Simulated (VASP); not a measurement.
Write the native input for VASP 6.6.1 that does the following.

- Task: single point
- Functional: PBE
- Potentials or basis: VASP PAW PBE potentials, release 64 (In_d, Sb, As)
- Cutoff: 520 eV
- k mesh: 6 × 4 × 2
- Occupations: gaussian, width 0.1 eV
- Spin: no spin polarisation
- Dipole correction: no
- Further INCAR settings: ALGO = Normal; EDIFF = 1e-06; NBANDS = 36

The structure of In3SbAs2 lies in POSCAR:

```
In3SbAs2
1.0
    2.9415416800      0.0000000000      0.0000000000
    0.0000000000      5.6613846300      0.0000000000
    0.0000000000      0.0000000000      9.2690308500
In Sb As
3 1 2
Direct
    0.0000000000      0.0000000000      0.0000000000
    0.0000000000      0.0000000000      0.3333333300
    0.0000000000      0.0000000000      0.6666666700
    0.0000000000      0.5000000000      0.9166666700
    0.0000000000      0.5000000000      0.2500000000
    0.0000000000      0.5000000000      0.5833333300
```

One way to write it, as run:

INCAR

```
PREC = Accurate
ENCUT = 520
EDIFF = 1E-6
ISMEAR = 0
SIGMA = 0.1
LREAL = F
LASPH = T
NELM = 100
ALGO = Normal
ISIF = 2
LWAVE = F
LCHARG = F
GGA = PE
NBANDS = 36
```

KPOINTS

```
regular mesh
0
Gamma
  6 4 2
```

Potentials or basis: VASP PAW PBE potentials, release 64 (In_d, Sb, As).

Launch:

```console
$ cat potpaw_PBE.64/In_d/POTCAR potpaw_PBE.64/Sb/POTCAR potpaw_PBE.64/As/POTCAR > POTCAR
$ mpirun -np 1 vasp_std > vasp.out
```

It gave:

```yaml
Pressure: 0.8 GPa
Largest_force: 0.289 eV/Å
Band_gap_on_the_k_mesh: zero (bands 27 and 28 overlap by 2.68 eV)
```

Caveat: spin-orbit coupling is left out, which moves the levels of the heavy elements.

Wall time 3.1 min on 1 thread of Intel Xeon 8259CL, on a shared host, peak memory 0.33 GiB.
